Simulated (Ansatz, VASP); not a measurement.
# One calculation of PtSe2, two programs

```
Pt Se
1.0
     3.76092    0.00000    0.00000
    -1.88046    3.25706    0.00000
     0.00000    0.00000    4.85915
Pt Se
1 2
Cartesian
  0.0000 0.0000 0.0000
  0.0000 2.1714 1.2688
  1.8805 1.0857 3.5904
```

Alike in both runs: functional PBEsol; k mesh 15 × 15 × 8; occupations fermi-dirac, width 0.15 eV; no spin polarisation.

Ansatz relaxed the structure, and its values are those at the end. VASP's run is a single point on that final structure, the one shown.

|  | VASP | Ansatz |
| --- | --- | --- |
| version | VASP 6.6.1 | Ansatz 0.2.0 |
| potentials or method | VASP PAW PBE potentials, release 64 (Pt, Se), cutoff 500 eV | scalar-relativistic, plane waves, PAW |
| valence electrons in the cell | 22 | 50 |

|  | VASP | Ansatz | Ansatz less VASP |
| --- | --- | --- | --- |
| gap on the k mesh at the Fermi level (eV) | none | none | - |
| pressure (GPa) | 0.1 | 0.0 | -0.08 |
| rms of the force components (eV/Å) | 0.007 | 0.000 | -0.0069 |

VASP's potentials were made for PBE, not for PBEsol. A gap of «none» marks a metal or a gap that the smearing closes. The functional is the same, so the differences come from potentials, cutoffs and numerics. VASP's potentials hold 22 valence electrons a cell and Ansatz's 50, so a difference there can come from the potentials and not from the codes.

Spin-orbit coupling is off throughout.
